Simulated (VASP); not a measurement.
# Ga2P (P6/mmm) in VASP: a series of runs

Ga2P is run at these levels: PBE; tasks: single point.

Program: VASP 6.6.1. These are calculated values, not measurements. Logs are shortened: lines on timing, memory, paths and dates and some standing lists are left out, and cuts for length are marked.

## Step 1: The cell of the first run

It takes space group P6/mmm (No. 191, hexagonal). The conventional cell has a = 4.036 Å, b = 4.036 Å, c = 4.304 Å, α = 90.00°, β = 90.00°, γ = 120.00°. Ga (site symmetry -6m2) has 3 Ga at 2.33 Å and 6 P at 3.17 Å within 3.2 Å. Within 4.4 Å of P (site symmetry 6/mmm) lie 12 Ga at 3.17 Å and 8 P at 4.04 to 4.30 Å.

The cell was generated, and may not be a known phase.

## Step 2: Single point, PBE

INCAR reads:

```
SYSTEM = Ga2P
PREC = Accurate
ENCUT = 520
EDIFF = 1E-7
ISMEAR = 0
SIGMA = 0.1
LREAL = .False.
LASPH = .True.
NELM = 60
ALGO = Normal
ISIF = 2
LWAVE = .False.
LCHARG = .True.
GGA = PE
LELF = .True.
LVHAR = .True.
NBANDS = 22
```

KPOINTS reads:

```
regular mesh
0
Gamma
  6 6 4
  0 0 0
```

POSCAR reads:

```
Ga2P
1.0
    4.0362867300      0.0000000000      0.0000000000
   -2.0181433600      3.4955268400      0.0000000000
    0.0000000000      0.0000000000      4.3044481900
Ga P
2 1
Direct
    0.6666666700      0.3333333300      0.5000000000
    0.3333333300      0.6666666700      0.5000000000
    0.0000000000      0.0000000000      0.0000000000
```

Potentials or basis: VASP PAW PBE potentials, release 64 (Ga_d, P).

Launch:

```sh
> cat potpaw_PBE.64/Ga_d/POTCAR potpaw_PBE.64/P/POTCAR > POTCAR
> mpirun -np 1 vasp_std > vasp.out
```

OUTCAR:

```text
SYSTEM = Ga2P
   PREC = Accurate
   ENCUT = 520
   EDIFF = 1E-7
   ISMEAR = 0
   LREAL = .False.
   LASPH = .True.
   NELM = 60
   ISIF = 2
   GGA = PE

 ion  position               nearest neighbor table
   1  0.667  0.333  0.500-   2 2.33   2 2.33   2 2.33
   2  0.333  0.667  0.500-   1 2.33   1 2.33   1 2.33
   3  0.000  0.000  0.000-

  LATTYP: Found a hexagonal cell.
 ALAT       =     4.0362867300
 C/A-ratio  =     1.0664376636

  Lattice vectors:

 A1 = (   4.0362867300,   0.0000000000,   0.0000000000)
 A2 = (  -2.0181433600,   3.4955268400,   0.0000000000)
 A3 = (   0.0000000000,   0.0000000000,   4.3044481900)

Analysis of symmetry for initial positions (statically):
=====================================================================
 Subroutine PRICEL returns:
 Original cell was already a primitive cell.

 Routine SETGRP: Setting up the symmetry group for a
 hexagonal supercell.

 Subroutine GETGRP returns: Found 24 space group operations
 (whereof 24 operations were pure point group operations)
 out of a pool of 24 trial point group operations.

The static configuration has the point symmetry D_6h.

Analysis of symmetry for dynamics (positions and initial velocities):
=====================================================================
 Subroutine PRICEL returns:
 Original cell was already a primitive cell.

 Routine SETGRP: Setting up the symmetry group for a
 hexagonal supercell.

 Subroutine GETGRP returns: Found 24 space group operations
 (whereof 24 operations were pure point group operations)
 out of a pool of 24 trial point group operations.

The dynamic configuration has the point symmetry D_6h.

 Subroutine INISYM returns: Found 24 space group operations
 (whereof 24 operations are pure point group operations),
 and found     1 'primitive' translations

----------------------------------------------------------------------------------------

                                     Primitive cell

  volume of cell :      60.7312

  direct lattice vectors                    reciprocal lattice vectors
     4.036286730  0.000000000  0.000000000     0.247752468  0.143039954  0.000000000
    -2.018143360  3.495526840  0.000000000     0.000000000  0.286079909  0.000000000
     0.000000000  0.000000000  4.304448190     0.000000000  0.000000000  0.232317815

  length of vectors
     4.036286730  4.036286723  4.304448190     0.286079908  0.286079909  0.232317815

[... 75 lines left out ...]
   LASPH  =      T    aspherical Exc in radial PAW
   ENCUT  =  520.0 eV  38.22 Ry    6.18 a.u.   7.50  7.50  8.00*2*pi/ulx,y,z
   NELM   =     60;   NELMIN=  2; NELMDL= -5     # of ELM steps
   EDIFF  = 0.1E-06   stopping-criterion for ELM
   LREAL  =      F    real-space projection
   EDIFFG = 0.1E-05   stopping-criterion for IOM
   NSW    =      0    number of steps for IOM
   IBRION =     -1    ionic relax: 0-MD 1-quasi-New 2-CG
   NFREE  =      0    steps in history (QN), initial steepest desc. (CG)
   ISIF   =      2    stress and relaxation
   ISYM   =      2    0-nonsym 1-usesym 2-fastsym
   POTIM  = 0.5000    time-step for ionic-motion
   TEBEG  =    0.0;   TEEND  =   0.0 temperature during run
   PSTRESS=    0.0 pullay stress
   NELECT =      31.0000    total number of electrons
   NUPDOWN=      -1.0000    fix difference up-down
   EMIN   =  10.00;   EMAX   =-10.00  energy-range for DOS
   EFERMI =   0.00;   METHOD = LEGACY
   ISMEAR =     0;   SIGMA  =   0.10  broadening in eV -4-tet -1-fermi 0-gaus
   EFERMI_NEDOS =   21; number of points for ismear=-14 and -15
   IALGO  =     38    algorithm
   IMIX   =      4    mixing-type and parameters
     AMIX     =   0.40;   BMIX     =  1.00
     AMIX_MAG =   1.60;   BMIX_MAG =  1.00
  volume/ion in A,a.u.               =      20.24       136.61
  Fermi-wavevector in a.u.,A,eV,Ry     =   1.308352  2.472427 23.290257  1.711786
  Thomas-Fermi vector in A             =   2.439025
   LORBIT       =      0    0 simple, 1 ext, 2 COOP (PROOUT), +10 PAW based schemes
   GGA     = PE    functional components
   LHFCALC =     F    Hartree Fock is set to
   AEXX    =    0.0000 exact exchange contribution
   IVDW    =     0    specifies the selected vdW correction
   LEPSILON=     F    determine dielectric tensor
   LRPA    =     F    only Hartree local field effects (RPA)
 non-spin polarized calculation
 Gauss-broadening in eV      SIGMA  =   0.10
  energy-cutoff  :      520.00
  volume of cell :       60.73
 maximum number of plane-waves:      1660
 NGX is ok and might be reduce to    30
   NGX = 15   NGY = 15   NGZ = 17

 number of electron      30.9999999 magnetization

 Free energy of the ion-electron system (eV)
  ---------------------------------------------------
  ext. energy  EPLUGINS =         0.00000000
  ---------------------------------------------------
  free energy    TOTEN  =        -9.27173503 eV

  energy without entropy =       -9.26393754  energy(sigma->0) =       -9.26783628

 E-fermi :   4.6897     XC(G=0): -10.3013

 val. band max:        4.6540287297   @ k =   0.0000   0.0000   0.2500
 cond. band min:       4.7024580438   @ k =   0.3333  -0.0000   0.0000
 fundamental gap:      0.0484293141
 Fermi energy:         4.6897358255

 k-point     1 :       0.0000    0.0000    0.0000
  band No.  band energies     occupation
      1     -10.5521      2.00000
      2     -10.4052      2.00000
      3     -10.4052      2.00000
      4     -10.3614      2.00000
      5     -10.3614      2.00000
      6     -10.1526      2.00000
[... 514 lines left out ...]
     21      12.6768      0.00000
     22      14.9326      0.00000

------------------------ aborting loop because EDIFF is reached ----------------------------------------

  FORCE on cell =-STRESS in cart. coord.  units (eV):
  Direction    XX          YY          ZZ          XY          YZ          ZX
  --------------------------------------------------------------------------------------
  -------------------------------------------------------------------------------------
  Total        3.5097069      3.5097068     -4.5544045      0.0000000     -0.0000000     -0.0000000
  in kB       92.5911099     92.5911096   -120.1517358      0.0000001     -0.0000000     -0.0000000
  external PRESSURE =      21.6768279 kB  Pullay stress =       0.0000000 kB

 VOLUME and BASIS-vectors are now :
 -----------------------------------------------------------------------------
  energy-cutoff  :      520.00
  volume of cell :       60.73
      direct lattice vectors                 reciprocal lattice vectors
     4.036286730  0.000000000  0.000000000     0.247752468  0.143039954  0.000000000
    -2.018143360  3.495526840  0.000000000     0.000000000  0.286079909  0.000000000
     0.000000000  0.000000000  4.304448190     0.000000000  0.000000000  0.232317815

 POSITION                                       TOTAL-FORCE (eV/Angst)
 -----------------------------------------------------------------------------------
      2.01814      1.16518      2.15222         0.000000      0.000000      0.000000
     -0.00000      2.33035      2.15222        -0.000000      0.000000      0.000000
      0.00000      0.00000      0.00000         0.000000      0.000000      0.000000
 -----------------------------------------------------------------------------------
    total drift:                               -0.000000      0.000000      0.000000

  FREE ENERGIE OF THE ION-ELECTRON SYSTEM (eV)
  ---------------------------------------------------
  free  energy   TOTEN  =        -9.2717350253 eV

  energy  without entropy=       -9.2639375440  energy(sigma->0) =       -9.26783628
```

stdout:

```text
POSCAR found type information on POSCAR GaP
 POSCAR found :  2 types and       3 ions
 scaLAPACK will be used
 LDA part: xc-table for (Slater+PW92), standard interpolation
 POSCAR, INCAR and KPOINTS ok, starting setup
 FFT: planning ... GRIDC
 FFT: planning ... GRID_SOFT
 FFT: planning ... GRID
 WAVECAR not read
 entering main loop
```

Run time: 26 s. Hardware: 1 thread of Intel Xeon Platinum 8259CL at 2.50GHz (Skylake/Cascade Lake), shared host; peak memory 0.18 GiB.

Results:

- Free energy: -9.2717 eV
- Pressure: 2.2 GPa
- Band gap on the k mesh: zero (an odd number of electrons rules out a gap without spin polarisation)

Caveat: the k points lie up to 0.36 Å⁻¹ apart, too coarse for converged energies and pressures of a metal.

## Step 3: Single point, PBE

This run uses another cell than the first one, of 18.14 Å³/atom.

INCAR reads:

```
SYSTEM = Ga2P
  PREC = Accurate
  ENCUT = 520
  EDIFF = 1E-6
  ISMEAR = 0
  SIGMA = 0.1
  LREAL = .FALSE.
  LASPH = .TRUE.
  NELM = 80
  ALGO = Normal
  ISIF = 2
  LWAVE = .FALSE.
  LCHARG = .FALSE.
  GGA = PE
  NBANDS = 22
```

KPOINTS reads:

```
regular mesh
0
G
  12 12 12
  0 0 0
```

POSCAR reads:

```
Ga2P
1.0
    4.7696634259     -0.0000000034      0.0000000000
   -2.3848317100      4.1306496960      0.0000000000
    0.0000000000      0.0000000000      2.7629112433
Ga P
2 1
Direct
    0.6666666667      0.3333333333      0.5000000000
    0.3333333333      0.6666666667      0.5000000000
    0.0000000000      0.0000000000      0.0000000000
```

Potentials or basis: VASP PAW PBE potentials, release 64 (Ga_d, P).

Launch:

```sh
> cat potpaw_PBE.64/Ga_d/POTCAR potpaw_PBE.64/P/POTCAR > POTCAR
> mpirun -np 1 vasp_std > vasp.out
```

OUTCAR:

```text
SYSTEM = Ga2P
   PREC = Accurate
   ENCUT = 520
   EDIFF = 1E-6
   ISMEAR = 0
   LREAL = .FALSE.
   LASPH = .TRUE.
   NELM = 80
   ISIF = 2
   GGA = PE

 ion  position               nearest neighbor table
   1  0.667  0.333  0.500-   2 2.75   2 2.75   2 2.75
   2  0.333  0.667  0.500-   1 2.75   1 2.75   1 2.75
   3  0.000  0.000  0.000-

  LATTYP: Found a hexagonal cell.
 ALAT       =     4.7696634259
 C/A-ratio  =     0.5792675492

  Lattice vectors:

 A1 = (   4.7696634259,  -0.0000000034,   0.0000000000)
 A2 = (  -2.3848317100,   4.1306496960,   0.0000000000)
 A3 = (   0.0000000000,   0.0000000000,   2.7629112433)

Analysis of symmetry for initial positions (statically):
=====================================================================
 Subroutine PRICEL returns:
 Original cell was already a primitive cell.

 Routine SETGRP: Setting up the symmetry group for a
 hexagonal supercell.

 Subroutine GETGRP returns: Found 24 space group operations
 (whereof 24 operations were pure point group operations)
 out of a pool of 24 trial point group operations.

The static configuration has the point symmetry D_6h.

Analysis of symmetry for dynamics (positions and initial velocities):
=====================================================================
 Subroutine PRICEL returns:
 Original cell was already a primitive cell.

 Routine SETGRP: Setting up the symmetry group for a
 hexagonal supercell.

 Subroutine GETGRP returns: Found 24 space group operations
 (whereof 24 operations were pure point group operations)
 out of a pool of 24 trial point group operations.

The dynamic configuration has the point symmetry D_6h.

 Subroutine INISYM returns: Found 24 space group operations
 (whereof 24 operations are pure point group operations),
[... 112 lines left out ...]
   EFERMI =   0.00;   METHOD = LEGACY
   ISMEAR =     0;   SIGMA  =   0.10  broadening in eV -4-tet -1-fermi 0-gaus
   EFERMI_NEDOS =   21; number of points for ismear=-14 and -15
   IALGO  =     38    algorithm
   IMIX   =      4    mixing-type and parameters
     AMIX     =   0.40;   BMIX     =  1.00
     AMIX_MAG =   1.60;   BMIX_MAG =  1.00
  volume/ion in A,a.u.               =      18.14       122.45
  Fermi-wavevector in a.u.,A,eV,Ry     =   1.356973  2.564306 25.053420  1.841374
  Thomas-Fermi vector in A             =   2.483930
   LORBIT       =      0    0 simple, 1 ext, 2 COOP (PROOUT), +10 PAW based schemes
   GGA     = PE    functional components
   LHFCALC =     F    Hartree Fock is set to
   AEXX    =    0.0000 exact exchange contribution
   IVDW    =     0    specifies the selected vdW correction
   LEPSILON=     F    determine dielectric tensor
   LRPA    =     F    only Hartree local field effects (RPA)
 non-spin polarized calculation
 Gauss-broadening in eV      SIGMA  =   0.10
  energy-cutoff  :      520.00
  volume of cell :       54.43
 maximum number of plane-waves:      1498
 NGX is ok and might be reduce to    36
   NGX = 17   NGY = 17   NGZ = 11

 number of electron      31.0000001 magnetization

 Free energy of the ion-electron system (eV)
  ---------------------------------------------------
  ext. energy  EPLUGINS =         0.00000000
  ---------------------------------------------------
  free energy    TOTEN  =       -10.30146306 eV

  energy without entropy =      -10.29838654  energy(sigma->0) =      -10.29992480

 E-fermi :   6.1015     XC(G=0): -10.9612

 val. band max:        6.0754410683   @ k =   0.2500   0.0833   0.3333
 cond. band min:       6.1389090838   @ k =   0.0833   0.0833   0.5000
 fundamental gap:      0.0634680155
 Fermi energy:         6.1014738311

 k-point     1 :       0.0000    0.0000    0.0000
  band No.  band energies     occupation
      1      -8.9718      2.00000
      2      -8.8382      2.00000
      3      -8.7551      2.00000
      4      -8.7551      2.00000
      5      -8.6751      2.00000
      6      -8.6751      2.00000
[... 589 lines left out ...]
     21      14.1050      0.00000
     22      16.2831      0.00000

 [... further k-points ...]

------------------------ aborting loop because EDIFF is reached ----------------------------------------

  FORCE on cell =-STRESS in cart. coord.  units (eV):
  Direction    XX          YY          ZZ          XY          YZ          ZX
  --------------------------------------------------------------------------------------
  -------------------------------------------------------------------------------------
  Total        0.0142496      0.0142496      0.0124884      0.0000000     -0.0000000      0.0000000
  in kB        0.4194120      0.4194120      0.3675744      0.0000000     -0.0000000      0.0000000
  external PRESSURE =       0.4021328 kB  Pullay stress =       0.0000000 kB

 VOLUME and BASIS-vectors are now :
 -----------------------------------------------------------------------------
  energy-cutoff  :      520.00
  volume of cell :       54.43
      direct lattice vectors                 reciprocal lattice vectors
     4.769663426 -0.000000003  0.000000000     0.209658400  0.121046333  0.000000000
    -2.384831710  4.130649696  0.000000000     0.000000000  0.242092667  0.000000000
     0.000000000  0.000000000  2.762911243     0.000000000  0.000000000  0.361937070

 POSITION                                       TOTAL-FORCE (eV/Angst)
 -----------------------------------------------------------------------------------
      2.38483      1.37688      1.38146        -0.000000     -0.000000     -0.000000
      0.00000      2.75377      1.38146         0.000000      0.000000      0.000000
      0.00000      0.00000      0.00000         0.000000     -0.000000     -0.000000
 -----------------------------------------------------------------------------------
    total drift:                                0.000000      0.000000     -0.000000

  FREE ENERGIE OF THE ION-ELECTRON SYSTEM (eV)
  ---------------------------------------------------
  free  energy   TOTEN  =       -10.3014630587 eV

  energy  without entropy=      -10.2983865409  energy(sigma->0) =      -10.29992480
```

stdout:

```text
POSCAR found type information on POSCAR GaP
 POSCAR found :  2 types and       3 ions
 scaLAPACK will be used
 LDA part: xc-table for (Slater+PW92), standard interpolation
 POSCAR, INCAR and KPOINTS ok, starting setup
 FFT: planning ... GRIDC
 FFT: planning ... GRID_SOFT
 FFT: planning ... GRID
 WAVECAR not read
 entering main loop
```

It took 93 s on 1 thread of Intel Xeon Platinum 8259CL at 2.50GHz (Skylake/Cascade Lake), shared host; peak memory 0.27 GiB.

Results:

| Quantity | Value |
| --- | --- |
| Free energy | -10.3015 eV |
| Pressure | 0.0 GPa |
| Band gap on the k mesh | zero (an odd number of electrons rules out a gap without spin polarisation) |

The gap in the log of VASP goes by the Fermi energy; the results here count the filled bands.